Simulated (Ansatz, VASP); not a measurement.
# C in VASP and in Ansatz

The input POSCAR:

```
C
1.0
    0.0000000000      1.7977504955      1.7977504955
    1.7977504955      0.0000000000      1.7977504955
    1.7977504955      1.7977504955      0.0000000000
C
2
Direct
    0.0000000000      0.0000000000      0.0000000000
    0.2500000000      0.2500000000      0.2500000000
```

File INCAR.step1:

```
  PREC = Accurate
  ENCUT = 660
  ISMEAR = 0
  SIGMA = 0.01
  LREAL = False
  LASPH = True
  NELM = 120
  NBANDS = 11
  GGA = PE
  ALGO = Normal
  EDIFF = 1E-5
  LWAVE = True
  LCHARG = False
  GGA_COMPAT = False
```

Contents of INCAR.step2:

```
  PREC = Accurate
  ENCUT = 660
  EDIFF = 1E-6
  ISMEAR = 0
  SIGMA = 0.01
  LREAL = False
  LASPH = True
  NELM = 120
  ALGO = Normal
  ISIF = 2
  LWAVE = False
  LCHARG = False
  METAGGA = R2SCAN
  LMIXTAU = True
  NBANDS = 11
  ISTART = 1
  GGA_COMPAT = False
```

The input KPOINTS:

```
regular mesh
0
Gamma
  10 10 10
```

Input for Ansatz:

```yaml
crystal:
  lattice:
    - [0.0, 1.7977504955, 1.7977504955]
    - [1.7977504955, 0.0, 1.7977504955]
    - [1.7977504955, 1.7977504955, 0.0]
  atoms:
    - { symbol: C, position: [0.0, 0.0, 0.0] }
    - { symbol: C, position: [0.25, 0.25, 0.25] }
kpoints:
  mp_grid: { grid: [10, 10, 10] }
hamiltonian:
  xc: r2scan
scf:
  occupations: { method: fixed }
  n_extra_bands: 4
output:
  forces: true
  stress: true
  eigenvalues: true
```

Alike in both runs: task single point; functional r2SCAN; k mesh 10 × 10 × 10; no spin polarisation.

|  | VASP | Ansatz |
| --- | --- | --- |
| version | VASP 6.6.1 | Ansatz 0.2.0 |
| potentials or method | VASP PAW PBE potentials, release 64 (C) | plane waves, PAW |
| plane-wave cutoff (eV) | 660 | 500 |
| occupations | gaussian, width 0.01 eV | fixed |
| valence electrons in the cell | 8 | 8 |

Ansatz gave:

* gap on the k mesh at the Fermi level (eV): 4.34
* pressure (GPa): -12.6

Problem. Estimate VASP's values.

Solution. gap on the k mesh at the Fermi level (eV): 4.32; pressure (GPa): -12.5.

VASP's potentials were made for PBE, not for r2SCAN.
